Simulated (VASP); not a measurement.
Here is a VASP 6.6.1 calculation.

File INCAR:

```
SYSTEM = PbO2
PREC = Accurate
ENCUT = 520
EDIFF = 1E-7
ISMEAR = -1
SIGMA = 0.02
LREAL = .FALSE.
LASPH = .TRUE.
NELM = 60
ALGO = Normal
ISIF = 2
LWAVE = .FALSE.
LCHARG = .FALSE.
GGA = PE
NBANDS = 20
```

KPOINTS

```
Automatic mesh
0
G
  8 8 5
  0 0 0
```

File POSCAR:

```
PbO2
1.0
    3.3470173964      0.0000000000      0.0000000000
   -1.6735086982      2.8986020922      0.0000000000
    0.0000000000      0.0000000000      3.7379198491
Pb O
1 2
Direct
    0.0000000000      0.0000000000      0.0000000000
    0.3333333333      0.6666666667      0.2748931713
    0.6666666667      0.3333333333      0.7251068287
```

Potentials or basis: VASP PAW PBE potentials, release 64 (Pb_d, O).

Run with:

```bash
$ cat potpaw_PBE.64/Pb_d/POTCAR potpaw_PBE.64/O/POTCAR > POTCAR
$ mpirun -np 1 vasp_std > vasp.out
```

(1) Predict the pressure.

(2) Estimate the band gap on the k mesh.

(3) Predict the largest force.

Results:

(1) 20.4 GPa.

(2) zero (bands 13 and 14 overlap by 0.08 eV).

(3) 0.041 eV/Å.

Caveat: the cell stands under pressure; semilocal functionals underestimate gaps, so a narrow gap can read as zero; spin-orbit coupling is left out, which moves the levels of the heavy elements.
